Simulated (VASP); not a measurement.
# SrCl2 (Fm-3m) in VASP: settings compared

SrCl2 is run at these levels: PBEsol, r2SCAN; tasks: single point.

Everything below comes from runs of VASP 6.6.1. Logs are shortened: lines on timing, memory, paths and dates and some standing lists are left out, and cuts for length are marked.

### 1 The cell of the first run

The structure is cubic, space group Fm-3m (No. 225). The conventional cell has a = 6.908 Å, b = 6.908 Å, c = 6.908 Å, α = 90.00°, β = 90.00°, γ = 90.00°. Sr (site symmetry m-3m) has 8 Cl at 2.99 Å within 3.9 Å. Cl (site symmetry -43m) has 4 Sr at 2.99 Å and 6 Cl at 3.45 Å within 3.9 Å.

### 2 Single point, PBEsol

The input, INCAR:

```
  PREC = Accurate
  ENCUT = 520
  EDIFF = 1E-6
  ISMEAR = -1
  SIGMA = 0.05
  LREAL = F
  LASPH = T
  NELM = 80
  ALGO = Normal
  ISIF = 2
  LWAVE = F
  LCHARG = F
  GGA = PS
  NBANDS = 19
```

The input, KPOINTS:

```
regular mesh
0
Gamma
  6 6 6
```

The input, POSCAR:

```
SrCl2
1.0
    0.0000000000      3.4540540000      3.4540540000
    3.4540540000      0.0000000000      3.4540540000
    3.4540540000      3.4540540000      0.0000000000
Sr Cl
1 2
Direct
    0.0000000000      0.0000000000      0.0000000000
    0.2500000000      0.2500000000      0.2500000000
    0.7500000000      0.7500000000      0.7500000000
```

Potentials or basis: VASP PAW PBE potentials, release 64 (Sr_sv, Cl).

The run is started by

```sh
> cat potpaw_PBE.64/Sr_sv/POTCAR potpaw_PBE.64/Cl/POTCAR > POTCAR
> mpirun -np 1 vasp_std > vasp.out
```

OUTCAR:

```text
PREC = Accurate
   ENCUT = 520
   EDIFF = 1E-6
   ISMEAR = -1
   LREAL = F
   LASPH = T
   NELM = 80
   ISIF = 2
   GGA = PS

 ion  position               nearest neighbor table
   1  0.000  0.000  0.000-   3 2.99   3 2.99   3 2.99   2 2.99   3 2.99   2 2.99   2 2.99   2 2.99

   2  0.250  0.250  0.250-   1 2.99   1 2.99   1 2.99   1 2.99
   3  0.750  0.750  0.750-   1 2.99   1 2.99   1 2.99   1 2.99

  LATTYP: Found a face centered cubic cell.
 ALAT       =     6.9081080000

  Lattice vectors:

 A1 = (   0.0000000000,   3.4540540000,   3.4540540000)
 A2 = (   3.4540540000,   0.0000000000,   3.4540540000)
 A3 = (   3.4540540000,   3.4540540000,   0.0000000000)

Analysis of symmetry for initial positions (statically):
=====================================================================
 Subroutine PRICEL returns:
 Original cell was already a primitive cell.

 Routine SETGRP: Setting up the symmetry group for a
 face centered cubic supercell.

 Subroutine GETGRP returns: Found 48 space group operations
 (whereof 48 operations were pure point group operations)
 out of a pool of 48 trial point group operations.

The static configuration has the point symmetry O_h .

Analysis of symmetry for dynamics (positions and initial velocities):
=====================================================================
 Subroutine PRICEL returns:
 Original cell was already a primitive cell.

 Routine SETGRP: Setting up the symmetry group for a
 face centered cubic supercell.

 Subroutine GETGRP returns: Found 48 space group operations
 (whereof 48 operations were pure point group operations)
 out of a pool of 48 trial point group operations.

The dynamic configuration has the point symmetry O_h .

 Subroutine INISYM returns: Found 48 space group operations
 (whereof 48 operations are pure point group operations),
 and found     1 'primitive' translations

----------------------------------------------------------------------------------------

                                     Primitive cell

  volume of cell :      82.4171

  direct lattice vectors                    reciprocal lattice vectors
     0.000000000  3.454054000  3.454054000    -0.144757436  0.144757436  0.144757436
     3.454054000  0.000000000  3.454054000     0.144757436 -0.144757436  0.144757436
     3.454054000  3.454054000  0.000000000     0.144757436  0.144757436 -0.144757436

  length of vectors
     4.884770012  4.884770012  4.884770012     0.250727234  0.250727234  0.250727234

  position of ions in fractional coordinates (direct lattice)
     0.000000000  0.000000000  0.000000000
     0.250000000  0.250000000  0.250000000
     0.750000000  0.750000000  0.750000000

  ion indices of the primitive-cell ions
   primitive index   ion index
                 1           1
                 2           2
                 3           3

----------------------------------------------------------------------------------------

 KPOINTS: regular mesh

Automatic generation of k-mesh.
 Grid dimensions read from file:
 generate k-points for:    6    6    6

 Generating k-lattice:

  Cartesian coordinates                     Fractional coordinates (reciprocal lattice)
    -0.024126239  0.024126239  0.024126239     0.166666667  0.000000000  0.000000000
     0.024126239 -0.024126239  0.024126239     0.000000000  0.166666667  0.000000000
     0.024126239  0.024126239 -0.024126239     0.000000000  0.000000000  0.166666667

  Length of vectors
     0.041787872  0.041787872  0.041787872

  Shift w.r.t. Gamma in fractional coordinates (k-lattice)
     0.000000000  0.000000000  0.000000000

 Subroutine IBZKPT returns following result:
 ===========================================

 Found     16 irreducible k-points:

 Following reciprocal coordinates:
            Coordinates               Weight
  0.000000  0.000000  0.000000      1.000000
  0.166667  0.000000  0.000000      8.000000
  0.333333  0.000000  0.000000      8.000000
  0.500000  0.000000  0.000000      4.000000
  0.166667  0.166667  0.000000      6.000000
  0.333333  0.166667  0.000000     24.000000
[... 8 lines left out ...]
 -0.333333  0.333333  0.166667     24.000000
 -0.333333  0.500000  0.166667     12.000000
   k-points           NKPTS =     16   k-points in BZ     NKDIM =     16   number of bands    NBANDS=     19
   number of dos      NEDOS =    301   number of ions     NIONS =      3
   total plane-waves  NPLWV =  46656
   dimension x,y,z NGX =    36 NGY =   36 NGZ =   36
   dimension x,y,z NGXF=    72 NGYF=   72 NGZF=   72
   ions per type =               1   2
   NGX,Y,Z   is equivalent  to a cutoff of  12.25, 12.25, 12.25 a.u.
   NGXF,Y,Z  is equivalent  to a cutoff of  24.50, 24.50, 24.50 a.u.
 SYSTEM =  unknown system
   PREC   = accura    normal or accurate (medium, high low for compatibility)
   ISTART =      0    job   : 0-new  1-cont  2-samecut
   ICHARG =      2    charge: 1-file 2-atom 10-const
   ISPIN  =      1    spin polarized calculation?
   LNONCOLLINEAR =      F non collinear calculations
   LSORBIT =      F    spin-orbit coupling
   LASPH  =      T    aspherical Exc in radial PAW
   ENCUT  =  520.0 eV  38.22 Ry    6.18 a.u.   9.08  9.08  9.08*2*pi/ulx,y,z
   NELM   =     80;   NELMIN=  2; NELMDL= -5     # of ELM steps
   EDIFF  = 0.1E-05   stopping-criterion for ELM
   LREAL  =      F    real-space projection
   EDIFFG = 0.1E-04   stopping-criterion for IOM
   NSW    =      0    number of steps for IOM
   IBRION =     -1    ionic relax: 0-MD 1-quasi-New 2-CG
   NFREE  =      0    steps in history (QN), initial steepest desc. (CG)
   ISIF   =      2    stress and relaxation
   ISYM   =      2    0-nonsym 1-usesym 2-fastsym
   POTIM  = 0.5000    time-step for ionic-motion
   TEBEG  =    0.0;   TEEND  =   0.0 temperature during run
   PSTRESS=    0.0 pullay stress
   NELECT =      24.0000    total number of electrons
   NUPDOWN=      -1.0000    fix difference up-down
   EMIN   =  10.00;   EMAX   =-10.00  energy-range for DOS
   EFERMI =   0.00;   METHOD = LEGACY
   ISMEAR =    -1;   SIGMA  =   0.05  broadening in eV -4-tet -1-fermi 0-gaus
   EFERMI_NEDOS =   21; number of points for ismear=-14 and -15
   IALGO  =     38    algorithm
   IMIX   =      4    mixing-type and parameters
     AMIX     =   0.40;   BMIX     =  1.00
     AMIX_MAG =   1.60;   BMIX_MAG =  1.00
  volume/ion in A,a.u.               =      27.47       185.39
  Fermi-wavevector in a.u.,A,eV,Ry     =   1.085108  2.050556 16.020294  1.177458
  Thomas-Fermi vector in A             =   2.221213
   LORBIT       =      0    0 simple, 1 ext, 2 COOP (PROOUT), +10 PAW based schemes
   GGA     = PS    functional components
   LHFCALC =     F    Hartree Fock is set to
   AEXX    =    0.0000 exact exchange contribution
   IVDW    =     0    specifies the selected vdW correction
   LEPSILON=     F    determine dielectric tensor
   LRPA    =     F    only Hartree local field effects (RPA)
 non-spin polarized calculation
  energy-cutoff  :      520.00
  volume of cell :       82.42
 maximum number of plane-waves:      2252
   NGX = 19   NGY = 19   NGZ = 19

 number of electron      24.0000002 magnetization

 Free energy of the ion-electron system (eV)
  ---------------------------------------------------
  ext. energy  EPLUGINS =         0.00000000
  ---------------------------------------------------
  free energy    TOTEN  =       -13.34254844 eV

  energy without entropy =      -13.34254844  energy(sigma->0) =      -13.34254844

 E-fermi :   1.4320     XC(G=0):  -8.6236

 val. band max:        0.2814872110   @ k =   0.5000   0.5000   0.0000
 cond. band min:       5.5232855024   @ k =   0.0000   0.0000   0.0000
 fundamental gap:      5.2417982915
 Fermi energy:         1.4319673329

 k-point     1 :       0.0000    0.0000    0.0000
  band No.  band energies     occupation
      1     -32.4252      2.00000
      2     -14.4557      2.00000
      3     -14.4557      2.00000
      4     -14.4557      2.00000
      5     -13.1107      2.00000
      6     -12.1796      2.00000
[... 11 lines left out ...]
     18       9.2054      0.00000
     19       9.7343      0.00000

 k-point     2 :       0.1667    0.0000    0.0000
  band No.  band energies     occupation
      1     -32.4242      2.00000
      2     -14.5726      2.00000
      3     -14.4599      2.00000
      4     -14.4599      2.00000
      5     -12.9268      2.00000
      6     -12.2414      2.00000
[... 11 lines left out ...]
     18       9.0249      0.00000
     19      10.1564      0.00000

 k-point     3 :       0.3333    0.0000    0.0000
  band No.  band energies     occupation
      1     -32.4221      2.00000
      2     -14.7445      2.00000
      3     -14.4683      2.00000
      4     -14.4683      2.00000
      5     -12.6952      2.00000
      6     -12.2785      2.00000
[... 11 lines left out ...]
     18       8.9139      0.00000
     19       9.4046      0.00000

 k-point     4 :       0.5000    0.0000    0.0000
  band No.  band energies     occupation
      1     -32.4212      2.00000
      2     -14.8124      2.00000
      3     -14.4725      2.00000
      4     -14.4725      2.00000
      5     -12.6776      2.00000
      6     -12.2108      2.00000
[... 11 lines left out ...]
     18       8.9778      0.00000
     19       9.1049      0.00000

 k-point     5 :       0.1667    0.1667    0.0000
  band No.  band energies     occupation
      1     -32.4238      2.00000
      2     -14.6004      2.00000
      3     -14.4658      2.00000
      4     -14.4658      2.00000
      5     -12.8597      2.00000
      6     -12.2684      2.00000
[... 11 lines left out ...]
     18       8.9657      0.00000
     19       9.3529      0.00000
[... 158 lines left out ...]
      2     -14.8886      2.00000
      3     -14.4959      2.00000
      4     -14.4959      2.00000
      5     -12.5147      2.00000
      6     -12.2182      2.00000
[... 11 lines left out ...]
     18       8.8973      0.00000
     19      10.3230      0.00000

 k-point    14 :       0.5000    0.3333    0.1667
  band No.  band energies     occupation
      1     -32.4208      2.00000
      2     -14.7642      2.00000
      3     -14.5715      2.00000
      4     -14.4823      2.00000
      5     -12.4257      2.00000
      6     -12.3909      2.00000
[... 11 lines left out ...]
     18       9.0380      0.00000
     19      10.1090      0.00000

 k-point    15 :      -0.3333    0.3333    0.1667
  band No.  band energies     occupation
      1     -32.4202      2.00000
      2     -14.7370      2.00000
      3     -14.6549      2.00000
      4     -14.4879      2.00000
      5     -12.4269      2.00000
      6     -12.3153      2.00000
[... 11 lines left out ...]
     18       9.4706      0.00000
     19      10.1704      0.00000

 k-point    16 :      -0.3333    0.5000    0.1667
  band No.  band energies     occupation
      1     -32.4198      2.00000
      2     -14.8012      2.00000
      3     -14.6066      2.00000
      4     -14.4963      2.00000
      5     -12.4280      2.00000
      6     -12.2815      2.00000
[... 11 lines left out ...]
     18       9.8951      0.00000
     19      10.2996      0.00000

------------------------ aborting loop because EDIFF is reached ----------------------------------------

  FORCE on cell =-STRESS in cart. coord.  units (eV):
  Direction    XX          YY          ZZ          XY          YZ          ZX
  --------------------------------------------------------------------------------------
  -------------------------------------------------------------------------------------
  Total        0.0694192      0.0694192      0.0694192     -0.0000000      0.0000000      0.0000000
  in kB        1.3494999      1.3494999      1.3494999     -0.0000000      0.0000000      0.0000000
  external PRESSURE =       1.3494999 kB  Pullay stress =       0.0000000 kB

 VOLUME and BASIS-vectors are now :
 -----------------------------------------------------------------------------
  energy-cutoff  :      520.00
  volume of cell :       82.42
      direct lattice vectors                 reciprocal lattice vectors
     0.000000000  3.454054000  3.454054000    -0.144757436  0.144757436  0.144757436
     3.454054000  0.000000000  3.454054000     0.144757436 -0.144757436  0.144757436
     3.454054000  3.454054000  0.000000000     0.144757436  0.144757436 -0.144757436

 POSITION                                       TOTAL-FORCE (eV/Angst)
 -----------------------------------------------------------------------------------
      0.00000      0.00000      0.00000         0.000000     -0.000000     -0.000000
      1.72703      1.72703      1.72703         0.000000     -0.000000      0.000000
      5.18108      5.18108      5.18108        -0.000000      0.000000     -0.000000
 -----------------------------------------------------------------------------------
    total drift:                                0.000000      0.000000      0.000000

  FREE ENERGIE OF THE ION-ELECTRON SYSTEM (eV)
  ---------------------------------------------------
  free  energy   TOTEN  =       -13.3425484427 eV

  energy  without entropy=      -13.3425484427  energy(sigma->0) =      -13.34254844
```

It took 57 s on 1 thread of AMD EPYC 7R13, shared host; peak memory 0.18 GiB.

What came out:

- Free energy: -13.3425 eV
- Pressure: 0.1 GPa
- Band gap on the k mesh: 5.24 eV, indirect (least direct gap 5.34 eV)

Levels at points of the mesh, in eV from the valence-band top:
```
           k point  band 10  band 11  band 12  band 13  band 14  band 15
(0.00, 0.00, 0.00)    -0.36    -0.36    -0.36     5.24     5.96     5.96
(0.50, 0.00, 0.00)    -1.40    -1.11    -1.11     6.63     6.63     7.52
(0.50, 0.50, 0.00)    -0.44    -0.44     0.00     5.34     7.00     7.58
```

Caveat: the PAW data sets were made with another functional, which shifts forces and pressure a little.

### 3 Single point, r2SCAN

POSCAR is that of step 2.

The input, INCAR.step1:

```
PREC = Accurate ; ENCUT = 520
ISMEAR = -1 ; SIGMA = 0.05
LREAL = F ; LASPH = T
NELM = 60 ; NBANDS = 19
GGA = PE ; ALGO = Normal
EDIFF = 1E-4 ; LWAVE = T
LCHARG = F
```

The input, INCAR.step2:

```
PREC = Accurate ; ENCUT = 520
EDIFF = 1E-6 ; ISMEAR = -1
SIGMA = 0.05 ; LREAL = F
LASPH = T ; NELM = 60
ALGO = Normal ; ISIF = 2
LWAVE = F ; LCHARG = F
METAGGA = R2SCAN ; LMIXTAU = T
NBANDS = 19 ; ISTART = 1
```

The input, KPOINTS:

```
Automatic mesh
0
Gamma
  6 6 6
```

Potentials or basis: VASP PAW PBE potentials, release 64 (Sr_sv, Cl).

The run is started by

```sh
> cat potpaw_PBE.64/Sr_sv/POTCAR potpaw_PBE.64/Cl/POTCAR > POTCAR
> cp INCAR.step1 INCAR
> mpirun -np 1 vasp_std > vasp.out
> cp INCAR.step2 INCAR
> mpirun -np 1 vasp_std > vasp.out
```

It took 4.5 min on 1 thread of AMD EPYC 7R13, shared host; peak memory 0.19 GiB.

The run converged. Its results:

```yaml
Free_energy: -35.6802 eV
Pressure: 1.6 GPa
Band_gap_on_the_k_mesh: 5.97 eV, direct
```

Levels at points of the mesh, in eV from the valence-band top:
| k point | band 9 | band 10 | band 11 | band 12 | band 13 | band 14 | band 15 | band 16 |
| --- | --- | --- | --- | --- | --- | --- | --- | --- |
| (0.00, 0.00, 0.00) | -2.26 | -0.36 | -0.36 | -0.36 | 6.08 | 6.67 | 6.67 | 9.67 |
| (0.50, 0.00, 0.00) | -1.54 | -1.40 | -1.11 | -1.11 | 7.32 | 7.32 | 8.27 | 8.36 |
| (0.50, 0.50, 0.00) | -1.99 | -0.42 | -0.42 | 0.00 | 5.97 | 7.87 | 8.29 | 8.79 |

Caveat: the PAW data sets were made with another functional, which shifts forces and pressure a little. r2SCAN opens gaps a little over a GGA but as a rule still falls short of measured ones.
